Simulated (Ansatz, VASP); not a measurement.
# TiGe4Mo: VASP beside Ansatz

```
Ti Ge Mo
1.0
     3.34154    0.00000    0.00000
     0.00000    3.34154    0.00000
     0.00000    0.00000    8.49043
Ti Ge Mo
1 4 1
Cartesian
  1.6708 1.6708 4.2452
  0.0000 0.0000 5.6478
  1.6708 1.6708 1.3597
  0.0000 0.0000 2.8426
  1.6708 1.6708 7.1308
  0.0000 0.0000 0.0000
```

Alike in both runs: task single point; functional PBE; k mesh 6 × 6 × 2; occupations gaussian, width 0.1 eV; collinear spin.

```csv
,VASP,Ansatz
version,VASP 6.6.1,Ansatz 0.2.0
potentials or method,"VASP PAW PBE potentials, release 64 (Ti_sv, Ge_d, Mo_sv), cutoff 520 eV","scalar-relativistic, plane waves, PAW"
valence electrons in the cell,82,82
```

VASP gave:

| Quantity | Value |
| --- | --- |
| gap on the k mesh at the Fermi level (eV) | none |
| pressure (GPa) | 0.3 |
| rms of the force components (eV/Å) | 0.004 |
| net moment per atom (μB) | 0.00 |

**Question.** What did Ansatz give for the same quantities?

**Answer.** gap on the k mesh at the Fermi level (eV): none; pressure (GPa): 0.0; rms of the force components (eV/Å): 0.006; net moment per atom (μB): 0.00.

Atom by atom the forces differ by 0.004 eV/Å (rms over components). A gap of «none» marks a metal or a gap that the smearing closes. Ansatz's warnings: seeded moment not kept.

The k mesh is coarse, so the values compare programs but aren't converged.
